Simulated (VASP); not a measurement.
# MgI2 (Cm) in VASP: further runs

MgI2 is run at these levels: PBEsol; tasks: single point.

Everything below comes from runs of VASP 6.6.1. Logs are shortened: lines on timing, memory, paths and dates and some standing lists are left out, and cuts for length are marked.

**1. The cell of the first run**

The structure is monoclinic, space group Cm (No. 8). The conventional cell has a = 7.194 Å, b = 4.154 Å, c = 6.862 Å, α = 90.00°, β = 90.00°, γ = 90.00°. Within 3.7 Å of Mg (site symmetry m) lie 6 I at 2.83 to 3.01 Å. I (site symmetry m) has 3 Mg at 2.83 to 2.92 Å within 3.7 Å. I (site symmetry m) has 3 Mg at 2.92 to 3.01 Å within 3.8 Å.

**2. Single point, PBEsol**

Contents of INCAR:

```
SYSTEM = MgI2
  PREC = Accurate
  ENCUT = 520
  EDIFF = 1E-6
  ISMEAR = 0
  SIGMA = 0.05
  LREAL = .False.
  LASPH = .True.
  NELM = 60
  ALGO = Normal
  ISIF = 2
  LWAVE = .False.
  LCHARG = .False.
  GGA = PS
  NBANDS = 15
```

Contents of KPOINTS:

```
regular mesh
0
Gamma
  6 6 4
  0 0 0
```

Contents of POSCAR:

```
MgI2
1.0
    4.1537001214      0.0000000000      0.0000000000
   -2.0768500607      3.5972098248      0.0000000000
    0.0000000000      0.0000000000      6.8620000000
Mg I
1 2
Direct
    0.0000000000      0.0000000000      0.0000000000
    0.3130113049      0.6565056524      0.7724063501
    0.6463446382      0.3231723191      0.2571463501
```

Potentials or basis: VASP PAW PBE potentials, release 64 (Mg, I).

Run with:

```console
$ cat potpaw_PBE.64/Mg/POTCAR potpaw_PBE.64/I/POTCAR > POTCAR
$ mpirun -np 1 vasp_std > vasp.out
```

OUTCAR:

```text
SYSTEM = MgI2
   PREC = Accurate
   ENCUT = 520
   EDIFF = 1E-6
   ISMEAR = 0
   LREAL = .False.
   LASPH = .True.
   NELM = 60
   ISIF = 2
   GGA = PS

 ion  position               nearest neighbor table
   1  0.000  0.000  0.000-   2 2.83   2 2.83   3 2.92   2 2.92   3 3.01   3 3.01
   2  0.313  0.657  0.772-   1 2.83   1 2.83   1 2.92
   3  0.646  0.323  0.257-   1 2.92   1 3.01   1 3.01

  LATTYP: Found a hexagonal cell.
 ALAT       =     4.1537001214
 C/A-ratio  =     1.6520210413

  Lattice vectors:

 A1 = (   4.1537001214,   0.0000000000,   0.0000000000)
 A2 = (  -2.0768500607,   3.5972098248,   0.0000000000)
 A3 = (   0.0000000000,   0.0000000000,   6.8620000000)

Analysis of symmetry for initial positions (statically):
=====================================================================
 Subroutine PRICEL returns:
 Original cell was already a primitive cell.

 Routine SETGRP: Setting up the symmetry group for a
 hexagonal supercell.

 Subroutine GETGRP returns: Found  2 space group operations
 (whereof  2 operations were pure point group operations)
 out of a pool of 24 trial point group operations.

The static configuration has the point symmetry C_1h.

Analysis of symmetry for dynamics (positions and initial velocities):
=====================================================================
 Subroutine PRICEL returns:
 Original cell was already a primitive cell.

 Routine SETGRP: Setting up the symmetry group for a
 hexagonal supercell.

 Subroutine GETGRP returns: Found  2 space group operations
 (whereof  2 operations were pure point group operations)
 out of a pool of 24 trial point group operations.

The dynamic configuration has the point symmetry C_1h.

 Subroutine INISYM returns: Found  2 space group operations
 (whereof  2 operations are pure point group operations),
 and found     1 'primitive' translations

----------------------------------------------------------------------------------------

                                     Primitive cell

  volume of cell :     102.5302

  direct lattice vectors                    reciprocal lattice vectors
     4.153700121  0.000000000  0.000000000     0.240749205  0.138996618  0.000000000
    -2.076850061  3.597209825  0.000000000     0.000000000  0.277993236  0.000000000
     0.000000000  0.000000000  6.862000000     0.000000000  0.000000000  0.145730108

  length of vectors
     4.153700121  4.153700121  6.862000000     0.277993236  0.277993236  0.145730108

  position of ions in fractional coordinates (direct lattice)
     0.000000000  0.000000000  0.000000000
     0.313011305  0.656505652  0.772406350
     0.646344638  0.323172319  0.257146350
[... 93 lines left out ...]
   ISMEAR =     0;   SIGMA  =   0.05  broadening in eV -4-tet -1-fermi 0-gaus
   EFERMI_NEDOS =   21; number of points for ismear=-14 and -15
   IALGO  =     38    algorithm
   IMIX   =      4    mixing-type and parameters
     AMIX     =   0.40;   BMIX     =  1.00
     AMIX_MAG =   1.60;   BMIX_MAG =  1.00
  volume/ion in A,a.u.               =      34.18       230.64
  Fermi-wavevector in a.u.,A,eV,Ry     =   0.881382  1.665571 10.569477  0.776835
  Thomas-Fermi vector in A             =   2.001871
   LORBIT       =      0    0 simple, 1 ext, 2 COOP (PROOUT), +10 PAW based schemes
   GGA     = PS    functional components
   LHFCALC =     F    Hartree Fock is set to
   AEXX    =    0.0000 exact exchange contribution
   IVDW    =     0    specifies the selected vdW correction
   LEPSILON=     F    determine dielectric tensor
   LRPA    =     F    only Hartree local field effects (RPA)
 non-spin polarized calculation
 Gauss-broadening in eV      SIGMA  =   0.05
  energy-cutoff  :      520.00
  volume of cell :      102.53
 maximum number of plane-waves:      2798
   NGX = 15   NGY = 15   NGZ = 25

 number of electron      16.0000000 magnetization

 Free energy of the ion-electron system (eV)
  ---------------------------------------------------
  ext. energy  EPLUGINS =         0.00000000
  ---------------------------------------------------
  free energy    TOTEN  =        -8.38408254 eV

  energy without entropy =       -8.38408254  energy(sigma->0) =       -8.38408254

 E-fermi :   2.5096     XC(G=0):  -8.3739

 val. band max:        2.3060080263   @ k =   0.0000   0.0000   0.0000
 cond. band min:       5.6704604185   @ k =   0.5000   0.0000   0.2500
 fundamental gap:      3.3644523922
 Fermi energy:         2.5096388973

 k-point     1 :       0.0000    0.0000    0.0000
  band No.  band energies     occupation
      1      -9.9754      2.00000
      2      -9.1109      2.00000
      3      -1.3624      2.00000
      4       1.5696      2.00000
      5       1.6444      2.00000
      6       2.2307      2.00000
      7       2.2630      2.00000
      8       2.3060      2.00000
      9       5.7748      0.00000
     10       6.8715      0.00000
     11       8.7930      0.00000
     12       8.8326      0.00000
     13       9.6244      0.00000
     14      10.3113      0.00000
[... 401 lines left out ...]
      2      -8.8312      2.00000
      3      -1.5768      2.00000
      4      -0.7711      2.00000
      5       0.6347      2.00000
      6       0.8035      2.00000
      7       1.4687      2.00000
      8       1.7304      2.00000
      9       5.6740      0.00000
     10       7.1239      0.00000
     11       8.2496      0.00000
     12       8.8412      0.00000
     13       9.4573      0.00000
     14      11.0399      0.00000
     15      12.9607      0.00000

 [... further k-points ...]

------------------------ aborting loop because EDIFF is reached ----------------------------------------

  FORCE on cell =-STRESS in cart. coord.  units (eV):
  Direction    XX          YY          ZZ          XY          YZ          ZX
  --------------------------------------------------------------------------------------
  -------------------------------------------------------------------------------------
  Total       -0.1437766     -0.0636691      0.0407159     -0.0693752     -0.0321436     -0.0556744
  in kB       -2.2467113     -0.9949182      0.6362427     -1.0840847     -0.5022893     -0.8699907
  external PRESSURE =      -0.8684623 kB  Pullay stress =       0.0000000 kB

 VOLUME and BASIS-vectors are now :
 -----------------------------------------------------------------------------
  energy-cutoff  :      520.00
  volume of cell :      102.53
      direct lattice vectors                 reciprocal lattice vectors
     4.153700121  0.000000000  0.000000000     0.240749205  0.138996618  0.000000000
    -2.076850061  3.597209825  0.000000000     0.000000000  0.277993236  0.000000000
     0.000000000  0.000000000  6.862000000     0.000000000  0.000000000  0.145730108

 POSITION                                       TOTAL-FORCE (eV/Angst)
 -----------------------------------------------------------------------------------
      0.00000      0.00000      0.00000        -0.157876     -0.091150      0.564669
     -0.06331      2.36159      5.30025         0.100427      0.057982     -0.270623
      2.01354      1.16252      1.76454         0.057449      0.033168     -0.294046
 -----------------------------------------------------------------------------------
    total drift:                                0.000012      0.000007     -0.000700

  FREE ENERGIE OF THE ION-ELECTRON SYSTEM (eV)
  ---------------------------------------------------
  free  energy   TOTEN  =        -8.3840825445 eV

  energy  without entropy=       -8.3840825445  energy(sigma->0) =       -8.38408254
```

OSZICAR:

```text
N       E                     dE             d eps       ncg     rms          rms(c)
DAV:   1     0.748341229261E+02    0.74834E+02   -0.58365E+03  1410   0.843E+02
DAV:   2    -0.252266434717E+01   -0.77357E+02   -0.69742E+02  1905   0.132E+02
DAV:   3    -0.843594435702E+01   -0.59133E+01   -0.58823E+01  1865   0.417E+01
DAV:   4    -0.855084646637E+01   -0.11490E+00   -0.11489E+00  2019   0.689E+00
DAV:   5    -0.855178997179E+01   -0.94351E-03   -0.94347E-03  1949   0.576E-01    0.402E+00
DAV:   6    -0.841918725680E+01    0.13260E+00   -0.10055E-01  1676   0.168E+00    0.265E+00
DAV:   7    -0.838648345768E+01    0.32704E-01   -0.11333E-01  1872   0.173E+00    0.655E-01
DAV:   8    -0.838418819453E+01    0.22953E-02   -0.10588E-02  1592   0.583E-01    0.340E-01
DAV:   9    -0.838409047572E+01    0.97719E-04   -0.92450E-04  1984   0.199E-01    0.881E-02
DAV:  10    -0.838408333982E+01    0.71359E-05   -0.92338E-05  1585   0.527E-02    0.518E-02
DAV:  11    -0.838408254451E+01    0.79530E-06   -0.74011E-06  1963   0.200E-02
   1 F= -.83840825E+01 E0= -.83840825E+01  d E =-.129411E-10
```

Wall time 32 s (1 thread of Intel Xeon Platinum 8488C (Sapphire Rapids), shared host); peak memory 0.26 GiB.

What came out:

| Quantity | Value |
| --- | --- |
| Free energy | -8.3841 eV |
| Pressure | -0.1 GPa |
| Largest force | 0.593 eV/Å |
| Band gap on the k mesh | 3.36 eV (least direct gap 3.47 eV) |

Forces on the atoms (eV/Å):
```
Mg  -0.158 -0.091  0.565
I    0.100  0.058 -0.271
I    0.057  0.033 -0.294
```

Caveat: the cell differs from its parent crystal (all I atoms moved +0.125 Å, as atom 2 towards its neighbour atom 3 (I) at 4.101 Å); the PAW data sets were made with another functional, which shifts forces and pressure a little; spin-orbit coupling is left out, which moves the levels of the heavy elements; this functional lacks dispersion, which binds the layers, so the pressure and a relaxed spacing across them are unreliable. A k mesh can miss the band edges.

**3. Single point, PBEsol**

Contents of INCAR:

```
ALGO = Normal ; EDIFF = 1E-6
ENCUT = 520 ; GGA = PS
ISIF = 2 ; ISMEAR = 0
LASPH = T ; LCHARG = F
LREAL = F ; LWAVE = F
NBANDS = 15 ; NELM = 100
PREC = Accurate ; SIGMA = 0.05
```

Contents of KPOINTS:

```
k-points
0
Gamma
  6 6 4
```

Contents of POSCAR:

```
MgI2
1.0
    4.1537001214      0.0000000000      0.0000000000
   -2.0768500607      3.5972098248      0.0000000000
    0.0000000000      0.0000000000      6.8620000000
Mg I
1 2
Direct
    0.0000000000      0.0000000000      0.0000000000
    0.3231723191      0.6615861595      0.7650181751
    0.6565056524      0.3282528262      0.2497581751
```

Potentials or basis: VASP PAW PBE potentials, release 64 (Mg, I).

Run with:

```console
$ cat potpaw_PBE.64/Mg/POTCAR potpaw_PBE.64/I/POTCAR > POTCAR
$ mpirun -np 1 vasp_std > vasp.out
```

Wall time 31 s (1 thread of Intel Xeon Platinum 8488C (Sapphire Rapids), shared host); peak memory 0.26 GiB.

Results (log left out):

- Free energy: -8.4106 eV
- Pressure: -0.2 GPa
- Largest force: 0.296 eV/Å
- Band gap on the k mesh: 3.44 eV (least direct gap 3.56 eV)

Forces in eV/Å, atoms in the order of the input:
```
Mg  -0.078 -0.045  0.282
I    0.044  0.026 -0.109
I    0.034  0.019 -0.173
```

Stress tensor (GPa, compression positive):
```
-0.32 -0.03 -0.02
-0.03 -0.29 -0.01
-0.02 -0.01  0.04
```

Levels at points of the mesh, in eV from the valence-band top:
| k point | band 6 | band 7 | band 8 | band 9 | band 10 | band 11 |
| --- | --- | --- | --- | --- | --- | --- |
| (0.00, 0.00, 0.00) | -0.06 | -0.04 | 0.00 | 3.56 | 4.62 | 6.60 |
| (0.50, 0.00, 0.00) | -1.45 | -0.94 | -0.46 | 3.55 | 5.15 | 5.45 |
| (0.00, 0.50, 0.00) | -1.44 | -0.94 | -0.46 | 3.55 | 5.17 | 5.43 |
| (0.00, 0.00, 0.50) | -0.44 | -0.14 | -0.11 | 4.50 | 4.76 | 6.42 |
| (0.50, 0.00, 0.50) | -1.16 | -0.82 | -0.69 | 3.47 | 5.05 | 5.57 |
| (0.00, 0.50, 0.50) | -1.16 | -0.82 | -0.69 | 3.47 | 5.06 | 5.57 |

Caveat: the cell differs from its parent crystal (all I atoms moved +0.062 Å, as atom 2 towards its neighbour atom 3 (I) at 4.101 Å); the PAW data sets were made with another functional, which shifts forces and pressure a little; spin-orbit coupling is left out, which moves the levels of the heavy elements; this functional lacks dispersion, which binds the layers, so the pressure and a relaxed spacing across them are unreliable. A k mesh can miss the band edges.
